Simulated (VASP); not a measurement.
# GaSb (I-4m2) in VASP: single point with PBEsol

Aim: the single point of GaSb with PBEsol.

All numbers are computed with VASP 6.6.1; they aren't measurements. Logs are shortened: lines on timing, memory, paths and dates and some standing lists are left out, and cuts for length are marked.

### Step 1. The cell of the first run

It takes space group I-4m2 (No. 119, tetragonal). Conventional cell: a = 5.507 Å, b = 5.507 Å, c = 3.181 Å, α = 90.00°, β = 90.00°, γ = 90.00°. Ga (site symmetry -4m2) has 8 Sb at 2.87 to 3.64 Å and 2 Ga at 3.18 Å within 3.8 Å. Sb (site symmetry -4m2) has 8 Ga at 2.87 to 3.64 Å and 2 Sb at 3.18 Å within 3.8 Å.

### Step 2. Single point, PBEsol

Input file INCAR:

```
  PREC = Accurate
  ENCUT = 520
  EDIFF = 1E-6
  ISMEAR = 0
  SIGMA = 0.15
  LREAL = False
  LASPH = True
  NELM = 80
  ALGO = Normal
  ISIF = 2
  LWAVE = False
  LCHARG = False
  GGA = PS
  NBANDS = 16
```

Input file KPOINTS:

```
regular mesh
0
Gamma
  18 18 18
```

Input file POSCAR:

```
GaSb
1.0
   -2.7534340000      2.7534340000      1.5907070000
    2.7534340000     -2.7534340000      1.5907070000
    2.7534340000      2.7534340000     -1.5907070000
Ga Sb
1 1
Direct
    0.2500000000      0.7500000000      0.5000000000
    0.0000000000      0.0000000000      0.0000000000
```

Potentials or basis: VASP PAW PBE potentials, release 64 (Ga_d, Sb).

Run with:

```console
cat potpaw_PBE.64/Ga_d/POTCAR potpaw_PBE.64/Sb/POTCAR > POTCAR
mpirun -np 1 vasp_std > vasp.out
```

OUTCAR:

```text
PREC = Accurate
   ENCUT = 520
   EDIFF = 1E-6
   ISMEAR = 0
   LREAL = False
   LASPH = True
   NELM = 80
   ISIF = 2
   GGA = PS

 ion  position               nearest neighbor table
   1  0.250  0.750  0.500-   2 2.87   2 2.87   2 2.87   2 2.87
   2  0.000  0.000  0.000-   1 2.87   1 2.87   1 2.87   1 2.87

  LATTYP: Found a body centered tetragonal cell.
 ALAT       =     5.5068680000
 C/A-ratio  =     0.5777174975

  Lattice vectors:

 A1 = (  -2.7534340000,   2.7534340000,   1.5907070000)
 A2 = (   2.7534340000,  -2.7534340000,   1.5907070000)
 A3 = (   2.7534340000,   2.7534340000,  -1.5907070000)

Analysis of symmetry for initial positions (statically):
=====================================================================
 Subroutine PRICEL returns:
 Original cell was already a primitive cell.

 Routine SETGRP: Setting up the symmetry group for a
 body centered tetragonal supercell.

 Subroutine GETGRP returns: Found  8 space group operations
 (whereof  8 operations were pure point group operations)
 out of a pool of 16 trial point group operations.

The static configuration has the point symmetry D_2d.

Analysis of symmetry for dynamics (positions and initial velocities):
=====================================================================
 Subroutine PRICEL returns:
 Original cell was already a primitive cell.

 Routine SETGRP: Setting up the symmetry group for a
 body centered tetragonal supercell.

 Subroutine GETGRP returns: Found  8 space group operations
 (whereof  8 operations were pure point group operations)
 out of a pool of 16 trial point group operations.

The dynamic configuration has the point symmetry D_2d.

 Subroutine INISYM returns: Found  8 space group operations
 (whereof  8 operations are pure point group operations),
 and found     1 'primitive' translations

----------------------------------------------------------------------------------------

                                     Primitive cell

  volume of cell :      48.2391

  direct lattice vectors                    reciprocal lattice vectors
    -2.753434000  2.753434000  1.590707000     0.000000000  0.181591424  0.314325643
     2.753434000 -2.753434000  1.590707000     0.181591424  0.000000000  0.314325643
     2.753434000  2.753434000 -1.590707000     0.181591424  0.181591424  0.000000000

  length of vectors
     4.206322187  4.206322187  4.206322187     0.363009717  0.363009717  0.256809054

  position of ions in fractional coordinates (direct lattice)
[... 78 lines left out ...]
   NELM   =     80;   NELMIN=  2; NELMDL= -5     # of ELM steps
   EDIFF  = 0.1E-05   stopping-criterion for ELM
   LREAL  =      F    real-space projection
   EDIFFG = 0.1E-04   stopping-criterion for IOM
   NSW    =      0    number of steps for IOM
   IBRION =     -1    ionic relax: 0-MD 1-quasi-New 2-CG
   NFREE  =      0    steps in history (QN), initial steepest desc. (CG)
   ISIF   =      2    stress and relaxation
   ISYM   =      2    0-nonsym 1-usesym 2-fastsym
   POTIM  = 0.5000    time-step for ionic-motion
   TEBEG  =    0.0;   TEEND  =   0.0 temperature during run
   PSTRESS=    0.0 pullay stress
   NELECT =      18.0000    total number of electrons
   NUPDOWN=      -1.0000    fix difference up-down
   EMIN   =  10.00;   EMAX   =-10.00  energy-range for DOS
   EFERMI =   0.00;   METHOD = LEGACY
   ISMEAR =     0;   SIGMA  =   0.15  broadening in eV -4-tet -1-fermi 0-gaus
   EFERMI_NEDOS =   21; number of points for ismear=-14 and -15
   IALGO  =     38    algorithm
   IMIX   =      4    mixing-type and parameters
     AMIX     =   0.40;   BMIX     =  1.00
     AMIX_MAG =   1.60;   BMIX_MAG =  1.00
  volume/ion in A,a.u.               =      24.12       162.77
  Fermi-wavevector in a.u.,A,eV,Ry     =   1.178598  2.227228 18.899772  1.389094
  Thomas-Fermi vector in A             =   2.314924
   LORBIT       =      0    0 simple, 1 ext, 2 COOP (PROOUT), +10 PAW based schemes
   GGA     = PS    functional components
   LHFCALC =     F    Hartree Fock is set to
   AEXX    =    0.0000 exact exchange contribution
   IVDW    =     0    specifies the selected vdW correction
   LEPSILON=     F    determine dielectric tensor
   LRPA    =     F    only Hartree local field effects (RPA)
 non-spin polarized calculation
 Gauss-broadening in eV      SIGMA  =   0.15
  energy-cutoff  :      520.00
  volume of cell :       48.24
 maximum number of plane-waves:      1318
   NGX = 15   NGY = 15   NGZ = 15

 number of electron      17.9999994 magnetization

 Free energy of the ion-electron system (eV)
  ---------------------------------------------------
  ext. energy  EPLUGINS =         0.00000000
  ---------------------------------------------------
  free energy    TOTEN  =        -7.86806124 eV

  energy without entropy =       -7.85835024  energy(sigma->0) =       -7.86320574

 E-fermi :   6.4263     XC(G=0): -10.3611

 val. band max:        6.4244482455   @ k =   0.5000   0.2778   0.0556
 cond. band min:       6.4301766707   @ k =  -0.2778  -0.3333   0.0556
 fundamental gap:      0.0057284252
 Fermi energy:         6.4263403731

 k-point     1 :       0.0000    0.0000    0.0000
  band No.  band energies     occupation
      1      -8.4748      2.00000
      2      -8.3912      2.00000
      3      -8.3840      2.00000
      4      -8.3623      2.00000
      5      -8.3623      2.00000
      6      -5.5411      2.00000
[... 433 lines left out ...]
      3      -8.3810      2.00000
      4      -8.3755      2.00000
      5      -8.3721      2.00000
      6      -4.9062      2.00000
[... 8 lines left out ...]
     15      15.0101      0.00000
     16      15.7518      0.00000

 [... further k-points ...]

------------------------ aborting loop because EDIFF is reached ----------------------------------------

  FORCE on cell =-STRESS in cart. coord.  units (eV):
  Direction    XX          YY          ZZ          XY          YZ          ZX
  --------------------------------------------------------------------------------------
  -------------------------------------------------------------------------------------
  Total       -0.8017202     -0.8017202     -1.0185317      0.0000000     -0.0000000      0.0000000
  in kB      -26.6277125    -26.6277125    -33.8287216      0.0000000     -0.0000000      0.0000000
  external PRESSURE =     -29.0280489 kB  Pullay stress =       0.0000000 kB

 VOLUME and BASIS-vectors are now :
 -----------------------------------------------------------------------------
  energy-cutoff  :      520.00
  volume of cell :       48.24
      direct lattice vectors                 reciprocal lattice vectors
    -2.753434000  2.753434000  1.590707000     0.000000000  0.181591424  0.314325643
     2.753434000 -2.753434000  1.590707000     0.181591424  0.000000000  0.314325643
     2.753434000  2.753434000 -1.590707000     0.181591424  0.181591424  0.000000000

 POSITION                                       TOTAL-FORCE (eV/Angst)
 -----------------------------------------------------------------------------------
      2.75343      0.00000      0.79535        -0.000000     -0.000000      0.000000
      0.00000      0.00000      0.00000         0.000000      0.000000     -0.000000
 -----------------------------------------------------------------------------------
    total drift:                                0.000000     -0.000000      0.000000

  FREE ENERGIE OF THE ION-ELECTRON SYSTEM (eV)
  ---------------------------------------------------
  free  energy   TOTEN  =        -7.8680612431 eV

  energy  without entropy=       -7.8583502413  energy(sigma->0) =       -7.86320574
```

stdout:

```text
POSCAR found type information on POSCAR GaSb
 POSCAR found :  2 types and       2 ions
 scaLAPACK will be used
 -----------------------------------------------------------------------------
|                                                                             |
|                                                                             |
|     You enforced a specific xc type in the INCAR file but a different       |
|     I HOPE YOU KNOW WHAT YOU ARE DOING!                                     |
|                                                                             |
 -----------------------------------------------------------------------------

 LDA part: xc-table for (Slater+PW92), standard interpolation
 POSCAR, INCAR and KPOINTS ok, starting setup
 FFT: planning ... GRIDC
 FFT: planning ... GRID_SOFT
 FFT: planning ... GRID
 WAVECAR not read
 entering main loop
```

It took 2.6 min on 1 thread of AMD EPYC 7R13 (Zen 3), shared host; peak memory 0.46 GiB.

What came out:

```yaml
Free_energy: -7.8681 eV
Pressure: -2.9 GPa
Band_gap_on_the_k_mesh: zero (band 9 reaches 8.20 eV, above the bottom of band 10 at 3.40 eV)
```

Caveat: the PAW data sets were made with another functional, which shifts forces and pressure a little; spin-orbit coupling is left out, which moves the levels of the heavy elements.
